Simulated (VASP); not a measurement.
A run of VASP 6.6.1 is set up as follows.

The input INCAR:

```
  ALGO = Normal
  EDIFF = 1E-7
  EDIFFG = -0.002
  ENCUT = 600
  GGA = CA
  GGA_COMPAT = F
  IBRION = 2
  ISIF = 3
  ISMEAR = 0
  LASPH = T
  LCHARG = F
  LREAL = F
  LWAVE = F
  NELM = 120
  NELMIN = 4
  NSW = 100
  PREC = Accurate
  SIGMA = 0.02
```

The input KPOINTS:

```
k-points
0
Gamma
  8 8 8
```

File POSCAR:

```
CaO
1.0
    0.0000000000      2.4035557000      2.4035557000
    2.4035557000      0.0000000000      2.4035557000
    2.4035557000      2.4035557000      0.0000000000
Ca O
1 1
Direct
    0.0000000000      0.0000000000      0.0000000000
    0.5000000000      0.5000000000      0.5000000000
```

Potentials or basis: VASP PAW LDA potentials, release 64 (Ca_sv, O).

The run is started by

```bash
$ cat potpaw_LDA.64/Ca_sv/POTCAR potpaw_LDA.64/O/POTCAR > POTCAR
$ mpirun -np 1 vasp_std > vasp.out
```

(1) Predict the relaxed cell.

(2) Estimate the relaxed volume.

(3) Estimate the band gap on the k mesh.

## Answers

(1) a = 3.336 Å, b = 3.336 Å, c = 3.336 Å, α = 60.00°, β = 60.00°, γ = 60.00°.

(2) 13.12 Å³/atom.

(3) 3.43 eV, indirect (least direct gap 3.79 eV).
